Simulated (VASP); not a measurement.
# Ru (P2_1/m) in VASP: single point with PBEsol

Aim: the single point of Ru with PBEsol.

All numbers are computed with VASP 6.6.1; they aren't measurements. Logs are shortened: lines on timing, memory, paths and dates and some standing lists are left out, and cuts for length are marked.

## 1. The cell of the first run

Symmetry: P2_1/m, No. 11, monoclinic system. Conventional cell: a = 2.706 Å, b = 4.282 Å, c = 2.706 Å, α = 90.00°, β = 120.00°, γ = 90.00°. Within 3.4 Å of Ru (site symmetry m) lie 14 Ru at 2.53 to 3.39 Å.

## 2. Single point, PBEsol (atom 1 (Ru) moved by (-0.450, +0.225) A along x and y)

File INCAR:

```
PREC     = Accurate       # precision mode
ENCUT    = 520            # plane-wave cutoff, eV
EDIFF    = 1E-7           # SCF threshold, eV
ISMEAR   = 0              # smearing method
SIGMA    = 0.15           # smearing width, eV
LREAL    = False          # projectors in reciprocal space
LASPH    = True           # aspherical terms in the spheres
NELM     = 60             # most SCF steps
ALGO     = Fast           # electronic algorithm
ISIF     = 2              # what is computed and relaxed
LWAVE    = False          # write WAVECAR
LCHARG   = False          # write CHGCAR
GGA      = PS             # functional
NBANDS   = 21             # bands
```

File KPOINTS:

```
regular mesh
0
Gamma
  24 24 12
```

File POSCAR:

```
Ru
1.0
    2.7057993342      0.0000000000      0.0000000000
   -1.3528996671      2.3432909610      0.0000000000
    0.0000000000      0.0000000000      4.2819000000
Ru
2
Direct
    0.2150332860      0.7626854726      0.2500000000
    0.6666666667      0.3333333333      0.7500000000
```

Potentials or basis: VASP PAW PBE potentials, release 64 (Ru_pv).

The run is started by

```sh
> cat potpaw_PBE.64/Ru_pv/POTCAR > POTCAR
> mpirun -np 1 vasp_std > vasp.out
```

OUTCAR:

```text
PREC = Accurate
   ENCUT = 520
   EDIFF = 1E-7
   ISMEAR = 0
   LREAL = False
   LASPH = True
   NELM = 60
   ISIF = 2
   GGA = PS

 ion  position               nearest neighbor table
   1  0.215  0.763  0.250-   2 2.53   2 2.53   2 2.56   2 2.56   2 2.97   2 2.97
   2  0.667  0.333  0.750-   1 2.53   1 2.53   1 2.56   1 2.56   1 2.97   1 2.97

  LATTYP: Found a hexagonal cell.
 ALAT       =     2.7057993342
 C/A-ratio  =     1.5824898565

  Lattice vectors:

 A1 = (   2.7057993342,   0.0000000000,   0.0000000000)
 A2 = (  -1.3528996671,   2.3432909610,   0.0000000000)
 A3 = (   0.0000000000,   0.0000000000,   4.2819000000)

Analysis of symmetry for initial positions (statically):
=====================================================================
 Subroutine PRICEL returns:
 Original cell was already a primitive cell.

 Routine SETGRP: Setting up the symmetry group for a
 hexagonal supercell.

 Subroutine GETGRP returns: Found  4 space group operations
 (whereof  1 operations were pure point group operations)
 out of a pool of 24 trial point group operations.

The static configuration has the point symmetry C_1 .
 The point group associated with its full space group is C_2h.

Analysis of symmetry for dynamics (positions and initial velocities):
=====================================================================
 Subroutine PRICEL returns:
 Original cell was already a primitive cell.

 Routine SETGRP: Setting up the symmetry group for a
 hexagonal supercell.

 Subroutine GETGRP returns: Found  4 space group operations
 (whereof  1 operations were pure point group operations)
 out of a pool of 24 trial point group operations.

The dynamic configuration has the point symmetry C_1 .
 The point group associated with its full space group is C_2h.

 Subroutine INISYM returns: Found  4 space group operations
 (whereof  1 operations are pure point group operations),
 and found     1 'primitive' translations

----------------------------------------------------------------------------------------

                                     Primitive cell

  volume of cell :      27.1493

  direct lattice vectors                    reciprocal lattice vectors
     2.705799334  0.000000000  0.000000000     0.369576556  0.213375124  0.000000000
    -1.352899667  2.343290961  0.000000000     0.000000000  0.426750249  0.000000000
     0.000000000  0.000000000  4.281900000     0.000000000  0.000000000  0.233541185

  length of vectors
     2.705799334  2.705799334  4.281900000     0.426750249  0.426750249  0.233541185

  position of ions in fractional coordinates (direct lattice)
     0.215033286  0.762685473  0.250000000
     0.666666667  0.333333333  0.750000000

  ion indices of the primitive-cell ions
   primitive index   ion index
                 1           1
                 2           2

----------------------------------------------------------------------------------------

 KPOINTS: regular mesh

Automatic generation of k-mesh.
 Grid dimensions read from file:
 generate k-points for:   24   24   12

 Generating k-lattice:

  Cartesian coordinates                     Fractional coordinates (reciprocal lattice)
     0.015399023  0.008890630  0.000000000     0.041666667  0.000000000  0.000000000
     0.000000000  0.017781260  0.000000000     0.000000000  0.041666667  0.000000000
     0.000000000  0.000000000  0.019461765     0.000000000  0.000000000  0.083333333

  Length of vectors
     0.017781260  0.017781260  0.019461765

  Shift w.r.t. Gamma in fractional coordinates (k-lattice)
     0.000000000  0.000000000  0.000000000

 Subroutine IBZKPT returns following result:
 ===========================================

 Found   2030 irreducible k-points:

 Following reciprocal coordinates:
            Coordinates               Weight
  0.000000  0.000000  0.000000      1.000000
  0.041667  0.000000  0.000000      2.000000
  0.000000  0.041667  0.000000      2.000000
 -0.041667  0.041667  0.000000      2.000000
  0.083333  0.000000  0.000000      2.000000
  0.000000  0.083333  0.000000      2.000000
[... 16 lines left out ...]
  0.333333  0.000000  0.000000      2.000000
  0.000000  0.333333  0.000000      2.000000
 [... further k-points ...]
   k-points           NKPTS =   2030   k-points in BZ     NKDIM =   2030   number of bands    NBANDS=     21
   number of dos      NEDOS =    301   number of ions     NIONS =      2
   total plane-waves  NPLWV =  12800
   dimension x,y,z NGX =    20 NGY =   20 NGZ =   32
   dimension x,y,z NGXF=    40 NGYF=   40 NGZF=   64
   ions per type =               2
   NGX,Y,Z   is equivalent  to a cutoff of  12.29, 12.29, 12.42 a.u.
   NGXF,Y,Z  is equivalent  to a cutoff of  24.58, 24.58, 24.85 a.u.
 SYSTEM =  unknown system
   PREC   = accura    normal or accurate (medium, high low for compatibility)
   ISTART =      0    job   : 0-new  1-cont  2-samecut
   ICHARG =      2    charge: 1-file 2-atom 10-const
   ISPIN  =      1    spin polarized calculation?
   LNONCOLLINEAR =      F non collinear calculations
   LSORBIT =      F    spin-orbit coupling
   LASPH  =      T    aspherical Exc in radial PAW
   ENCUT  =  520.0 eV  38.22 Ry    6.18 a.u.   5.03  5.03  7.96*2*pi/ulx,y,z
   NELM   =     60;   NELMIN=  2; NELMDL= -5     # of ELM steps
   EDIFF  = 0.1E-06   stopping-criterion for ELM
   LREAL  =      F    real-space projection
   EDIFFG = 0.1E-05   stopping-criterion for IOM
   NSW    =      0    number of steps for IOM
   IBRION =     -1    ionic relax: 0-MD 1-quasi-New 2-CG
   NFREE  =      0    steps in history (QN), initial steepest desc. (CG)
   ISIF   =      2    stress and relaxation
   ISYM   =      2    0-nonsym 1-usesym 2-fastsym
   POTIM  = 0.5000    time-step for ionic-motion
   TEBEG  =    0.0;   TEEND  =   0.0 temperature during run
   PSTRESS=    0.0 pullay stress
   NELECT =      28.0000    total number of electrons
   NUPDOWN=      -1.0000    fix difference up-down
   EMIN   =  10.00;   EMAX   =-10.00  energy-range for DOS
   EFERMI =   0.00;   METHOD = LEGACY
   ISMEAR =     0;   SIGMA  =   0.15  broadening in eV -4-tet -1-fermi 0-gaus
   EFERMI_NEDOS =   21; number of points for ismear=-14 and -15
   IALGO  =     68    algorithm
   IMIX   =      4    mixing-type and parameters
     AMIX     =   0.40;   BMIX     =  1.00
     AMIX_MAG =   1.60;   BMIX_MAG =  1.00
  volume/ion in A,a.u.               =      13.57        91.61
  Fermi-wavevector in a.u.,A,eV,Ry     =   1.654022  3.125649 37.222686  2.735790
  Thomas-Fermi vector in A             =   2.742361
   LORBIT       =      0    0 simple, 1 ext, 2 COOP (PROOUT), +10 PAW based schemes
   GGA     = PS    functional components
   LHFCALC =     F    Hartree Fock is set to
   AEXX    =    0.0000 exact exchange contribution
   IVDW    =     0    specifies the selected vdW correction
   LEPSILON=     F    determine dielectric tensor
   LRPA    =     F    only Hartree local field effects (RPA)
 non-spin polarized calculation
 RMM-DIIS sequential band-by-band and
 Gauss-broadening in eV      SIGMA  =   0.15
  energy-cutoff  :      520.00
  volume of cell :       27.15
 maximum number of plane-waves:       756
   NGX =  9   NGY =  9   NGZ = 15

 number of electron      28.0000007 magnetization

 Free energy of the ion-electron system (eV)
  ---------------------------------------------------
  ext. energy  EPLUGINS =         0.00000000
  ---------------------------------------------------
  free energy    TOTEN  =       -19.50100167 eV

  energy without entropy =      -19.47254218  energy(sigma->0) =      -19.48677192

 E-fermi :  12.8398     XC(G=0): -14.2628

 val. band max:       12.8396354718   @ k =  -0.0417   0.2083   0.5000
 cond. band min:      12.8404333431   @ k =  -0.1667   0.5000   0.3333
 fundamental gap:      0.0007978713
 Fermi energy:        12.8397578626

 k-point     1 :       0.0000    0.0000    0.0000
  band No.  band energies     occupation
      1     -30.9386      2.00000
      2     -29.9746      2.00000
      3     -29.7963      2.00000
      4     -29.7359      2.00000
      5     -29.6266      2.00000
      6     -29.6224      2.00000
[... 13 lines left out ...]
     20      23.1530      0.00000
     21      23.3589      0.00000

 k-point     2 :       0.0417    0.0000    0.0000
  band No.  band energies     occupation
      1     -30.9316      2.00000
      2     -29.9843      2.00000
      3     -29.8019      2.00000
      4     -29.7415      2.00000
      5     -29.6385      2.00000
      6     -29.6265      2.00000
[... 13 lines left out ...]
     20      23.3122      0.00000
     21      27.1604      0.00000

 k-point     3 :       0.0000    0.0417    0.0000
  band No.  band energies     occupation
      1     -30.9316      2.00000
      2     -29.9840      2.00000
      3     -29.8017      2.00000
      4     -29.7421      2.00000
      5     -29.6383      2.00000
      6     -29.6264      2.00000
[... 13 lines left out ...]
     20      23.1529      0.00000
     21      23.3403      0.00000

 k-point     4 :      -0.0417    0.0417    0.0000
  band No.  band energies     occupation
      1     -30.9351      2.00000
      2     -29.9780      2.00000
      3     -29.8126      2.00000
      4     -29.7458      2.00000
      5     -29.6293      2.00000
      6     -29.6224      2.00000
[... 13 lines left out ...]
     20      23.1542      0.00000
     21      23.3465      0.00000

 k-point     5 :       0.0833    0.0000    0.0000
  band No.  band energies     occupation
      1     -30.9106      2.00000
      2     -30.0132      2.00000
      3     -29.8195      2.00000
      4     -29.7581      2.00000
      5     -29.6710      2.00000
      6     -29.6386      2.00000
[... 13 lines left out ...]
     20      23.1529      0.00000
     21      23.2914      0.00000
[... 382 lines left out ...]
     20      23.1554      0.00000
     21      25.3573      0.00000

 k-point    22 :      -0.2917    0.2917    0.0000
  band No.  band energies     occupation
      1     -30.8053      2.00000
      2     -30.3460      2.00000
      3     -30.1295      2.00000
      4     -30.0961      2.00000
      5     -29.7275      2.00000
      6     -29.6257      2.00000
[... 13 lines left out ...]
     20      23.1553      0.00000
     21      25.5614      0.00000

 k-point    23 :       0.3333    0.0000    0.0000
  band No.  band energies     occupation
      1     -30.5450      2.00000
      2     -30.4380      2.00000
      3     -30.2919      2.00000
      4     -29.9660      2.00000
      5     -29.8830      2.00000
      6     -29.8397      2.00000
[... 13 lines left out ...]
     20      23.1550      0.00000
     21      24.0990      0.00000

 k-point    24 :       0.0000    0.3333    0.0000
  band No.  band energies     occupation
      1     -30.5520      2.00000
      2     -30.4348      2.00000
      3     -30.2899      2.00000
      4     -29.9630      2.00000
      5     -29.8756      2.00000
      6     -29.8474      2.00000
[... 13 lines left out ...]
     20      23.1528      0.00000
     21      24.1177      0.00000

 [... further k-points ...]

------------------------ aborting loop because EDIFF is reached ----------------------------------------

  FORCE on cell =-STRESS in cart. coord.  units (eV):
  Direction    XX          YY          ZZ          XY          YZ          ZX
  --------------------------------------------------------------------------------------
  -------------------------------------------------------------------------------------
  Total       -1.3264083     -0.0413602      2.8555311      1.2457213      0.0000000      0.0000000
  in kB      -78.2761583     -2.4408132    168.5152304     73.5145239      0.0000000      0.0000000
  external PRESSURE =      29.2660863 kB  Pullay stress =       0.0000000 kB

 VOLUME and BASIS-vectors are now :
 -----------------------------------------------------------------------------
  energy-cutoff  :      520.00
  volume of cell :       27.15
      direct lattice vectors                 reciprocal lattice vectors
     2.705799334  0.000000000  0.000000000     0.369576556  0.213375124  0.000000000
    -1.352899667  2.343290961  0.000000000     0.000000000  0.426750249  0.000000000
     0.000000000  0.000000000  4.281900000     0.000000000  0.000000000  0.233541185

 POSITION                                       TOTAL-FORCE (eV/Angst)
 -----------------------------------------------------------------------------------
     -0.45000      1.78719      1.07048         2.315313     -1.214832      0.000000
      1.35290      0.78110      3.21143        -2.315313      1.214832      0.000000
 -----------------------------------------------------------------------------------
    total drift:                                0.000003     -0.000008      0.000000

  FREE ENERGIE OF THE ION-ELECTRON SYSTEM (eV)
  ---------------------------------------------------
  free  energy   TOTEN  =       -19.5010016660 eV

  energy  without entropy=      -19.4725421779  energy(sigma->0) =      -19.48677192
```

Run time: 27 min. Hardware: 1 thread of Intel Xeon 8259CL, shared host; peak memory 0.91 GiB.

Results:

| Quantity | Value |
| --- | --- |
| Free energy | -19.5010 eV |
| Pressure | 2.9 GPa |
| Largest force | 2.615 eV/Å |
| Band gap on the k mesh | zero (bands 14 and 15 overlap by 3.01 eV) |

Forces on the atoms (eV/Å):
```
Ru   2.315 -1.215  0.000
Ru  -2.315  1.215  0.000
```

Stress tensor (GPa, compression positive):
```
-7.83  7.35  0.00
 7.35 -0.24  0.00
 0.00  0.00 16.85
```

Caveat: the cell differs from its parent crystal (atom 1 (Ru) moved by (-0.450, +0.225) A along x and y); the PAW data sets were made with another functional, which shifts forces and pressure a little.
